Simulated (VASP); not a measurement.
A run of VASP 6.6.1 is set up as follows.

Contents of INCAR:

```
SYSTEM = AlCu3
PREC = Accurate ; ENCUT = 520
EDIFF = 1E-7 ; ISMEAR = 0
SIGMA = 0.15 ; LREAL = .False.
LASPH = .True. ; NELM = 100
ALGO = Fast ; ISIF = 2
LWAVE = .False. ; LCHARG = .True.
GGA = PS ; LELF = .True.
LVHAR = .True. ; NBANDS = 26
```

Contents of KPOINTS:

```
regular mesh
0
Gamma
  14 14 14
  0 0 0
```

POSCAR

```
AlCu3
1.0
    3.6318704096      0.0000000000      0.0000000000
    0.0000000000      3.6318704096      0.0000000000
    0.0000000000      0.0000000000      3.6318704096
Al Cu
1 3
Direct
    0.0413010331      0.0000000000      0.0000000000
    0.5000000000      0.5000000000      0.0000000000
    0.5000000000      0.0000000000      0.5000000000
    0.0000000000      0.5000000000      0.5000000000
```

Potentials or basis: VASP PAW PBE potentials, release 64 (Al, Cu).

Command:

```bash
$ cat potpaw_PBE.64/Al/POTCAR potpaw_PBE.64/Cu/POTCAR > POTCAR
$ mpirun -np 1 vasp_std > vasp.out
```

**Question.** Estimate the largest force.

**Answer.** 1.116 eV/Å.

**Question.** Predict the band gap on the k mesh.

**Answer.** Zero (band 18 reaches 12.42 eV, above the bottom of band 19 at 6.79 eV).

Forces on the atoms (eV/Å):
```
Al  -1.116  0.000  0.000
Cu   0.536  0.000  0.000
Cu   0.536  0.000  0.000
Cu   0.043  0.000  0.000
```

Caveat: the cell differs from its parent crystal (atom 1 (Al) moved -0.150 Å towards its neighbour atom 1 (Al) at 3.632 Å); the PAW data sets were made with another functional, which shifts forces and pressure a little.
